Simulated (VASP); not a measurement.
Input of a VASP 6.6.1 run:

The input INCAR:

```
SYSTEM = ReS
PREC = Accurate
ENCUT = 600
EDIFF = 1E-6
ISMEAR = 0
SIGMA = 0.1
LREAL = .FALSE.
LASPH = .TRUE.
NELM = 150
ALGO = Normal
ISIF = 3
LWAVE = .FALSE.
LCHARG = .FALSE.
ISPIN = 2
MAGMOM = 0.92 0
LORBIT = 11
LMAXMIX = 4
GGA = PE
IBRION = 2
NSW = 100
EDIFFG = -0.01
```

The input KPOINTS:

```
regular mesh
0
G
  20 20 20
  0 0 0
```

The input POSCAR:

```
ReS
1.0
    0.0000000000      2.4718244287      2.4718244287
    2.4718244287      0.0000000000      2.4718244287
    2.4718244287      2.4718244287      0.0000000000
Re S
1 1
Direct
    0.0000000000      0.0000000000      0.0000000000
    0.5000000000      0.5000000000      0.5000000000
```

Potentials or basis: VASP PAW PBE potentials, release 64 (Re, S).

The run is started by

```sh
$ cat potpaw_PBE.64/Re/POTCAR potpaw_PBE.64/S/POTCAR > POTCAR
$ mpirun -np 1 vasp_std > vasp.out
```

Task: Estimate the space group after relaxing (to 0.1 Å).

Result: Fm-3m (No. 225).

Task: What does it give for the site moments?

Result: Re +1.06; S +0.01 μB.

Step by step:
```csv
step,energy change (eV),largest force (eV/Å),pressure (GPa),volume (Å³)
1,0.0000,0.0000,0.78,30.21
2,0.0001,0.0000,-0.86,30.53
3,-0.0003,0.0000,0.03,30.35
```
